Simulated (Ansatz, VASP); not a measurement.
## MnO2: VASP beside Ansatz

```
Mn O
1.0
     2.81797    0.00000    0.00000
    -1.40899    2.44043    0.00000
     0.00000    0.00000    4.53919
Mn O
1 2
Cartesian
  0.0000 0.0000 2.2696
  0.0000 1.6270 3.2060
  1.4090 0.8135 1.3332
```

Change from the starting cell: volume scaled by 0.96.

Alike in both runs: task single point; functional PBE; k mesh 11 × 11 × 6; occupations fermi-dirac, width 0.05 eV; collinear spin.

```csv
,VASP,Ansatz
version,VASP 6.6.1,Ansatz 0.2.0
potentials or method,"VASP PAW PBE potentials, release 64 (Mn_pv, O), cutoff 520 eV","all-electron LAPW, scalar-relativistic"
```

Ansatz gave:

* gap on the k mesh at the Fermi level (eV): 0.71
* least direct gap on the mesh (eV): 0.76
* pressure (GPa): 14.1
* traceless stress, the component that is largest in VASP (GPa): -3.01
* rms of the force components (eV/Å): 0.400
* net moment per atom (μB): 1.00
* size of the moment on the site where the two differ most (μB): 2.67

Task: What did VASP give for the same quantities?

Result: gap on the k mesh at the Fermi level (eV): 0.66; least direct gap on the mesh (eV): 0.70; pressure (GPa): 15.3; traceless stress, the component that is largest in VASP (GPa): -3.49; rms of the force components (eV/Å): 0.448; net moment per atom (μB): 1.00; size of the moment on the site where the two differ most (μB): 2.80.

Site moments also hang on the region over which each program counts them. Atom by atom the forces differ by 0.048 eV/Å (rms over components). Ansatz ran all-electron here, and VASP with PAW potentials.
